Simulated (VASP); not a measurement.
# Y2Os (Fm-3m) in VASP: notebook, part 2 of 2

VASP 6.6.1. The steps go on from the part before.

### Step 4. Single point, PBE

The input, INCAR:

```
PREC = Accurate ; ENCUT = 520
EDIFF = 1E-7 ; ISMEAR = 0
SIGMA = 0.1 ; LREAL = False
LASPH = True ; NELM = 80
ALGO = Normal ; ISIF = 2
LWAVE = False ; LCHARG = False
GGA = PE ; NBANDS = 22
```

The input, KPOINTS:

```
regular mesh
0
Gamma
  12 12 12
```

The input, POSCAR:

```
Y2Os
1.0
    0.0000000000      3.3896823000      3.3896823000
    3.3896823000      0.0000000000      3.3896823000
    3.3896823000      3.3896823000      0.0000000000
Y Os
2 1
Direct
    0.2500000000      0.2500000000      0.2500000000
    0.7500000000      0.7500000000      0.7500000000
    0.0000000000      0.0000000000      0.0000000000
```

Potentials or basis: VASP PAW PBE potentials, release 64 (Y_sv, Os).

Run with:

```bash
cat potpaw_PBE.64/Y_sv/POTCAR potpaw_PBE.64/Os/POTCAR > POTCAR
mpirun -np 1 vasp_std > vasp.out
```

OUTCAR:

```text
PREC = Accurate
   ENCUT = 520
   EDIFF = 1E-7
   ISMEAR = 0
   LREAL = False
   LASPH = True
   NELM = 80
   ISIF = 2
   GGA = PE

 ion  position               nearest neighbor table
   1  0.250  0.250  0.250-   3 2.94   3 2.94   3 2.94   3 2.94   2 3.39   2 3.39   2 3.39   2 3.39
                             2 3.39   2 3.39
   2  0.750  0.750  0.750-   3 2.94   3 2.94   3 2.94   3 2.94   1 3.39   1 3.39   1 3.39   1 3.39
                             1 3.39   1 3.39
   3  0.000  0.000  0.000-   2 2.94   2 2.94   2 2.94   1 2.94   1 2.94   1 2.94   2 2.94   1 2.94

  LATTYP: Found a face centered cubic cell.
 ALAT       =     6.7793646000

  Lattice vectors:

 A1 = (   0.0000000000,   3.3896823000,   3.3896823000)
 A2 = (   3.3896823000,   0.0000000000,   3.3896823000)
 A3 = (   3.3896823000,   3.3896823000,   0.0000000000)

Analysis of symmetry for initial positions (statically):
=====================================================================
 Subroutine PRICEL returns:
 Original cell was already a primitive cell.

 Routine SETGRP: Setting up the symmetry group for a
 face centered cubic supercell.

[... 167 lines left out ...]

 E-fermi :   3.5991     XC(G=0): -10.2632

 val. band max:        3.5956775212   @ k =  -0.1667   0.0833   0.0000
 cond. band min:       3.5993629264   @ k =  -0.3333   0.3333   0.1667
 fundamental gap:      0.0036854052
 Fermi energy:         3.5990928996

 k-point     1 :       0.0000    0.0000    0.0000
  band No.  band energies     occupation
      1     -38.5308      2.00000
      2     -38.3992      2.00000
      3     -18.7166      2.00000
      4     -18.7166      2.00000
      5     -18.7166      2.00000
      6     -18.3049      2.00000
[... 589 lines left out ...]
     21       7.0666      0.00000
     22       7.3841      0.00000

 [... further k-points ...]

------------------------ aborting loop because EDIFF is reached ----------------------------------------

  FORCE on cell =-STRESS in cart. coord.  units (eV):
  Direction    XX          YY          ZZ          XY          YZ          ZX
  --------------------------------------------------------------------------------------
  -------------------------------------------------------------------------------------
  Total       -0.0606078     -0.0606078     -0.0606078     -0.0000000     -0.0000000      0.0000000
  in kB       -1.2466137     -1.2466137     -1.2466137     -0.0000000     -0.0000000      0.0000000
  external PRESSURE =      -1.2466137 kB  Pullay stress =       0.0000000 kB

 VOLUME and BASIS-vectors are now :
 -----------------------------------------------------------------------------
  energy-cutoff  :      520.00
  volume of cell :       77.89
      direct lattice vectors                 reciprocal lattice vectors
     0.000000000  3.389682300  3.389682300    -0.147506449  0.147506449  0.147506449
     3.389682300  0.000000000  3.389682300     0.147506449 -0.147506449  0.147506449
     3.389682300  3.389682300  0.000000000     0.147506449  0.147506449 -0.147506449

 POSITION                                       TOTAL-FORCE (eV/Angst)
 -----------------------------------------------------------------------------------
      1.69484      1.69484      1.69484         0.000000      0.000000      0.000000
      5.08452      5.08452      5.08452        -0.000000     -0.000000     -0.000000
      0.00000      0.00000      0.00000        -0.000000      0.000000     -0.000000
 -----------------------------------------------------------------------------------
    total drift:                                0.000000      0.000000      0.000000

  FREE ENERGIE OF THE ION-ELECTRON SYSTEM (eV)
  ---------------------------------------------------
  free  energy   TOTEN  =       -24.6571142025 eV

  energy  without entropy=      -24.6510520099  energy(sigma->0) =      -24.65408311
```

stdout:

```text
POSCAR found type information on POSCAR Y Os
 POSCAR found :  2 types and       3 ions
 scaLAPACK will be used
 LDA part: xc-table for (Slater+PW92), standard interpolation
 POSCAR, INCAR and KPOINTS ok, starting setup
 FFT: planning ... GRIDC
 FFT: planning ... GRID_SOFT
 FFT: planning ... GRID
 WAVECAR not read
 entering main loop
```

It took 4.9 min on 1 thread of Oxide Virtual Turin-like, shared host; peak memory 0.27 GiB.

What came out:

- Free energy: -24.6571 eV
- Pressure: -0.1 GPa
- Band gap on the k mesh: zero (band 15 reaches 3.84 eV, above the bottom of band 16 at 3.25 eV)

Levels at points of the mesh, in eV from the Fermi level:
```
           k point  band 11  band 12  band 13  band 14  band 15  band 16  band 17  band 18  band 19  band 20
(0.00, 0.00, 0.00)    -2.24    -1.02    -1.02    -1.02    -0.35    -0.35    -0.35     2.92     2.92     5.14
(0.50, 0.00, 0.00)    -1.59    -1.59    -1.53    -1.37    -1.37     0.97     0.97     2.67     2.80     2.80
(0.50, 0.50, 0.00)    -2.00    -1.79    -1.35    -1.35    -0.71     0.67     2.48     2.48     2.52     3.16
```

Caveat: spin-orbit coupling is left out, which moves the levels of the heavy elements.

### Step 5. Relaxation of cell and atoms, PBE

The input, INCAR:

```
ALGO     = Fast           # electronic algorithm
EDIFF    = 1E-6           # SCF threshold, eV
EDIFFG   = -0.01          # ionic threshold
ENCUT    = 600            # plane-wave cutoff, eV
GGA      = PE             # functional
IBRION   = 2              # ionic algorithm
ISIF     = 3              # what is computed and relaxed
ISMEAR   = 0              # smearing method
LASPH    = T              # aspherical terms in the spheres
LCHARG   = F              # write CHGCAR
LREAL    = F              # projectors in reciprocal space
LWAVE    = F              # write WAVECAR
NELM     = 60             # most SCF steps
NSW      = 100            # ionic steps
PREC     = Accurate       # precision mode
SIGMA    = 0.1            # smearing width, eV
```

The input, KPOINTS:

```
k-points
0
Gamma
  12 12 12
```

POSCAR is that of step 4.

Run with:

```bash
cat potpaw_PBE.64/Y_sv/POTCAR potpaw_PBE.64/Os/POTCAR > POTCAR
mpirun -np 1 vasp_std > vasp.out
```

It took 11 min on 1 thread of Oxide Virtual Turin-like, shared host; peak memory 0.32 GiB.

The run converged. Its results:

```
Free energy                            : -24.6574 eV
Relaxed volume                         : 25.93 Å³/atom
Relaxed cell                           : a = 4.792 Å, b = 4.792 Å, c = 4.792 Å, α = 60.00°, β = 60.00°, γ = 60.00°
Space group after relaxing (to 0.05 Å) : Fm-3m (No. 225)
Energy gained by relaxing              : 0.0 meV/atom
Ionic steps                            : 3
Pressure after relaxing                : 0.0 GPa
Band gap on the k mesh                 : zero (band 15 reaches 3.85 eV, above the bottom of band 16 at 3.26 eV)
```

Final structure:
```
Y Os
1.0
     0.00000    3.38812    3.38812
     3.38812    0.00000    3.38812
     3.38812    3.38812    0.00000
Y Os
2 1
Direct
  0.25000 0.25000 0.25000
  0.75000 0.75000 0.75000
  0.00000 0.00000 0.00000
```

Levels at points of the mesh, in eV from the Fermi level:
```csv
k point,band 11,band 12,band 13,band 14,band 15,band 16,band 17,band 18,band 19
"(0.00, 0.00, 0.00)",-2.25,-1.02,-1.02,-1.02,-0.35,-0.35,-0.35,2.92,2.92
"(0.50, 0.00, 0.00)",-1.59,-1.59,-1.53,-1.37,-1.37,0.97,0.97,2.70,2.81
"(0.50, 0.50, 0.00)",-2.01,-1.79,-1.36,-1.36,-0.71,0.67,2.49,2.49,2.52
```

Caveat: spin-orbit coupling is left out, which moves the levels of the heavy elements.

### Step 6. Summary

```tsv
task	spin	cell	k mesh	cutoff (eV)	gap on the mesh (eV)	pressure (GPa)
single point	off	as given	4 × 4 × 4	520	none	0.1
single point	collinear, ferromagnetic start	as given	4 × 4 × 4	520	none	0.1
single point	off	as given	12 × 12 × 12	520	none	-0.1
relaxation of cell and atoms	off	relaxed	12 × 12 × 12	600	none	0.0
```

Alike in all rows: level PBE; potentials or basis VASP PAW PBE potentials, release 64 (Y_sv, Os); smearing gaussian 0.1 eV.

Caveats: some runs use coarse meshes; spin-orbit coupling is left out, which moves the levels of the heavy elements.

Total energies depend on the potentials used, so only differences within one code and one set of settings carry meaning.
